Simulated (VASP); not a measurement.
# PbS (P6_3/mmc) in VASP: notebook, part 2 of 2

VASP 6.6.1. The steps go on from the part before.

## Step 3: Single point, r2SCAN

POSCAR reads:

```
PbS
1.0
    4.9970879532      0.0000000000      0.0000000000
   -2.4985439766      4.3276051124      0.0000000000
    0.0000000000      0.0000000000      5.9970707068
Pb S
2 2
Direct
    0.3333333333      0.6666666667      0.2500000000
    0.6666666667      0.3333333333      0.7500000000
    0.6666666667      0.3333333333      0.2500000000
    0.3333333333      0.6666666667      0.7500000000
```

INCAR.step1 reads:

```
SYSTEM = PbS
  PREC = Accurate
  ENCUT = 520
  ISMEAR = 0
  SIGMA = 0.01
  LREAL = .FALSE.
  LASPH = .TRUE.
  NELM = 100
  NBANDS = 28
  GGA = PE
  ALGO = Normal
  EDIFF = 1E-4
  LWAVE = .TRUE.
  LCHARG = .FALSE.
```

INCAR.step2 reads:

```
SYSTEM = PbS
  PREC = Accurate
  ENCUT = 520
  EDIFF = 1E-6
  ISMEAR = 0
  SIGMA = 0.01
  LREAL = .FALSE.
  LASPH = .TRUE.
  NELM = 100
  ALGO = Normal
  ISIF = 2
  LWAVE = .FALSE.
  LCHARG = .TRUE.
  METAGGA = R2SCAN
  LMIXTAU = .TRUE.
  LELF = .TRUE.
  LVHAR = .TRUE.
  NBANDS = 28
  ISTART = 1
```

KPOINTS reads:

```
regular mesh
0
G
  6 6 2
  0 0 0
```

Potentials or basis: VASP PAW PBE potentials, release 64 (Pb_d, S).

Command:

```console
> cat potpaw_PBE.64/Pb_d/POTCAR potpaw_PBE.64/S/POTCAR > POTCAR
> cp INCAR.step1 INCAR
> mpirun -np 1 vasp_std > vasp.out
> cp INCAR.step2 INCAR
> mpirun -np 1 vasp_std > vasp.out
```

OUTCAR:

```text
SYSTEM = PbS
   PREC = Accurate
   ENCUT = 520
   EDIFF = 1E-6
   ISMEAR = 0
   LREAL = .FALSE.
   LASPH = .TRUE.
   NELM = 100
   ISIF = 2
   METAGGA = R2SCAN
   ISTART = 1

 ion  position               nearest neighbor table
   1  0.333  0.667  0.250-   3 2.89   3 2.89   3 2.89   4 3.00   4 3.00
   2  0.667  0.333  0.750-   4 2.89   4 2.89   4 2.89   3 3.00   3 3.00
   3  0.667  0.333  0.250-   1 2.89   1 2.89   1 2.89   2 3.00   2 3.00
   4  0.333  0.667  0.750-   2 2.89   2 2.89   2 2.89   1 3.00   1 3.00

  LATTYP: Found a hexagonal cell.
 ALAT       =     4.9970879532
 C/A-ratio  =     1.2001130985

  Lattice vectors:

 A1 = (   4.9970879532,   0.0000000000,   0.0000000000)
 A2 = (  -2.4985439766,   4.3276051124,   0.0000000000)
 A3 = (   0.0000000000,   0.0000000000,   5.9970707068)

Analysis of symmetry for initial positions (statically):
=====================================================================
 Subroutine PRICEL returns:
 Original cell was already a primitive cell.

 Routine SETGRP: Setting up the symmetry group for a
 hexagonal supercell.

 Subroutine GETGRP returns: Found 24 space group operations
 (whereof 12 operations were pure point group operations)
 out of a pool of 24 trial point group operations.

The static configuration has the point symmetry D_3d.
 The point group associated with its full space group is D_6h.

Analysis of symmetry for dynamics (positions and initial velocities):
=====================================================================
 Subroutine PRICEL returns:
 Original cell was already a primitive cell.

 Routine SETGRP: Setting up the symmetry group for a
 hexagonal supercell.

 Subroutine GETGRP returns: Found 24 space group operations
 (whereof 12 operations were pure point group operations)
 out of a pool of 24 trial point group operations.

The dynamic configuration has the point symmetry D_3d.
 The point group associated with its full space group is D_6h.
[... 109 lines left out ...]
   IALGO  =     38    algorithm
   IMIX   =      4    mixing-type and parameters
     AMIX     =   0.40;   BMIX     =  1.00
     AMIX_MAG =   1.60;   BMIX_MAG =  1.00
  volume/ion in A,a.u.               =      32.42       218.80
  Fermi-wavevector in a.u.,A,eV,Ry     =   1.106098  2.090222 16.646083  1.223453
  Thomas-Fermi vector in A             =   2.242594
   LORBIT       =      0    0 simple, 1 ext, 2 COOP (PROOUT), +10 PAW based schemes
   METAGGA = R2SCAN    functional components
   LHFCALC =     F    Hartree Fock is set to
   AEXX    =    0.0000 exact exchange contribution
   IVDW    =     0    specifies the selected vdW correction
   LEPSILON=     F    determine dielectric tensor
   LRPA    =     F    only Hartree local field effects (RPA)
 non-spin polarized calculation
 Gauss-broadening in eV      SIGMA  =   0.01
  energy-cutoff  :      520.00
  volume of cell :      129.69
 maximum number of plane-waves:      3506
 NGX is ok and might be reduce to    40
   NGX = 19   NGY = 19   NGZ = 23

 number of electron      39.9999997 magnetization

 Free energy of the ion-electron system (eV)
  ---------------------------------------------------
  ext. energy  EPLUGINS =         0.00000000
  ---------------------------------------------------
  free energy    TOTEN  =      -130.41083924 eV

  energy without entropy =     -130.41083924  energy(sigma->0) =     -130.41083924

 E-fermi :   3.6652     XC(G=0):  -8.9526

 val. band max:        3.5840387686   @ k =   0.3333   0.3333   0.5000
 cond. band min:       5.3015799718   @ k =   0.3333   0.3333   0.5000
 fundamental gap:      1.7175412032
 Fermi energy:         3.6652054056

 k-point     1 :       0.0000    0.0000    0.0000
  band No.  band energies     occupation
      1     -13.8540      2.00000
      2     -13.7406      2.00000
      3     -13.7406      2.00000
      4     -13.7218      2.00000
      5     -13.7187      2.00000
      6     -13.7187      2.00000
[... 423 lines left out ...]
     27      10.6610      0.00000
     28      10.6610      0.00000

------------------------ aborting loop because EDIFF is reached ----------------------------------------

  FORCE on cell =-STRESS in cart. coord.  units (eV):
  Direction    XX          YY          ZZ          XY          YZ          ZX
  --------------------------------------------------------------------------------------
  -------------------------------------------------------------------------------------
  Total       -0.5047417     -0.5047417      2.7984832     -0.0000000      0.0000000     -0.0000000
  in kB       -6.2355670     -6.2355670     34.5723976     -0.0000000      0.0000000     -0.0000000
  external PRESSURE =       7.3670878 kB  Pullay stress =       0.0000000 kB

 VOLUME and BASIS-vectors are now :
 -----------------------------------------------------------------------------
  energy-cutoff  :      520.00
  volume of cell :      129.69
      direct lattice vectors                 reciprocal lattice vectors
     4.997087953  0.000000000  0.000000000     0.200116550  0.115537344  0.000000000
    -2.498543977  4.327605112  0.000000000     0.000000000  0.231074688  0.000000000
     0.000000000  0.000000000  5.997070707     0.000000000  0.000000000  0.166748076

 POSITION                                       TOTAL-FORCE (eV/Angst)
 -----------------------------------------------------------------------------------
     -0.00000      2.88507      1.49927         0.000000     -0.000000      0.000000
      2.49854      1.44254      4.49780        -0.000000      0.000000      0.000000
      2.49854      1.44254      1.49927        -0.000000     -0.000000      0.000000
     -0.00000      2.88507      4.49780        -0.000000      0.000000      0.000000
 -----------------------------------------------------------------------------------
    total drift:                               -0.000000      0.000000     -0.000000

  FREE ENERGIE OF THE ION-ELECTRON SYSTEM (eV)
  ---------------------------------------------------
  free  energy   TOTEN  =      -130.4108392401 eV

  energy  without entropy=     -130.4108392401  energy(sigma->0) =     -130.41083924
```

Wall time 4.5 min (1 thread of Intel Xeon 8259CL, shared host); peak memory 0.3 GiB.

Results:

```
Free energy            : -130.4108 eV
Pressure               : 0.7 GPa
Band gap on the k mesh : 1.72 eV
```

Caveat: the k points lie up to 0.52 Å⁻¹ apart; the PAW data sets were made with another functional, which shifts forces and pressure a little; spin-orbit coupling is left out, which moves the levels of the heavy elements. A k mesh can miss the band edges.
